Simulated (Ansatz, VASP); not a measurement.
Pd: VASP beside Ansatz

```
CELL_PARAMETERS angstrom
2.69632 0.00000 0.00000
-1.34816 2.33508 0.00000
0.00000 0.00000 9.17869
ATOMIC_POSITIONS crystal
Pd 0.00000 0.00000 0.00000
Pd 0.33333 0.66667 0.25000
Pd 0.00000 0.00000 0.50000
Pd 0.66667 0.33333 0.75000
```

Change from the starting cell: strain -0.0300 x Voigt [1, 1, 0, 0, 0, 0], atoms carried along.

Alike in both runs: task single point; functional PBE; k mesh 18 × 18 × 6; occupations gaussian, width 0.15 eV; no spin polarisation.

|  | VASP | Ansatz |
| --- | --- | --- |
| version | VASP 6.6.1 | Ansatz 0.2.0 |
| potentials or method | VASP PAW PBE potentials, release 64 (Pd), cutoff 520 eV | scalar-relativistic, plane waves, PAW |
| valence electrons in the cell | 40 | 72 |

|  | VASP | Ansatz | Ansatz less VASP |
| --- | --- | --- | --- |
| gap on the k mesh at the Fermi level (eV) | none | none | - |
| pressure (GPa) | 12.0 | 12.4 | +0.37 |
| traceless stress, the component that is largest in VASP (GPa) | -4.04 | -4.04 | 0.000 |

A gap of «none» marks a metal or a gap that the smearing closes. VASP's potentials hold 40 valence electrons a cell and Ansatz's 72, so a difference there can come from the potentials and not from the codes.
